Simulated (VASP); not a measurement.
Input of a VASP 6.6.1 run:

Contents of INCAR:

```
SYSTEM = KBr
PREC     = Accurate       ! precision mode
ENCUT    = 600            ! plane-wave cutoff, eV
EDIFF    = 1E-7           ! SCF threshold, eV
ISMEAR   = -1             ! smearing method
SIGMA    = 0.02           ! smearing width, eV
LREAL    = .False.        ! projectors in reciprocal space
LASPH    = .True.         ! aspherical terms in the spheres
NELM     = 60             ! most SCF steps
ALGO     = Normal         ! electronic algorithm
ISIF     = 3              ! what is computed and relaxed
LWAVE    = .False.        ! write WAVECAR
LCHARG   = .False.        ! write CHGCAR
GGA      = PE             ! functional
IBRION   = 2              ! ionic algorithm
NSW      = 80             ! ionic steps
EDIFFG   = -0.005         ! ionic threshold
```

File KPOINTS:

```
regular mesh
0
Gamma
  6 6 6
  0 0 0
```

File POSCAR:

```
KBr
1.0
    3.9632347793      0.0000000000      0.0000000000
    0.0000000000      3.9632347793      0.0000000000
    0.0000000000      0.0000000000      3.9632347793
K Br
1 1
Direct
    0.0000000000      0.0000000000      0.0000000000
    0.5000000000      0.5000000000      0.5000000000
```

Potentials or basis: VASP PAW PBE potentials, release 64 (K_sv, Br).

Command:

```console
$ cat potpaw_PBE.64/K_sv/POTCAR potpaw_PBE.64/Br/POTCAR > POTCAR
$ mpirun -np 1 vasp_std > vasp.out
```

(1) What does it give for the space group after relaxing (to 0.05 Å)?

(2) Predict the relaxed cell.

(3) Estimate the relaxed volume.

(4) Estimate the band gap on the k mesh.

Answers

(1) Pm-3m (No. 221).

(2) a = 4.043 Å, b = 4.043 Å, c = 4.043 Å, α = 90.00°, β = 90.00°, γ = 90.00°.

(3) 33.04 Å³/atom.

(4) 3.87 eV, indirect (least direct gap 4.13 eV).
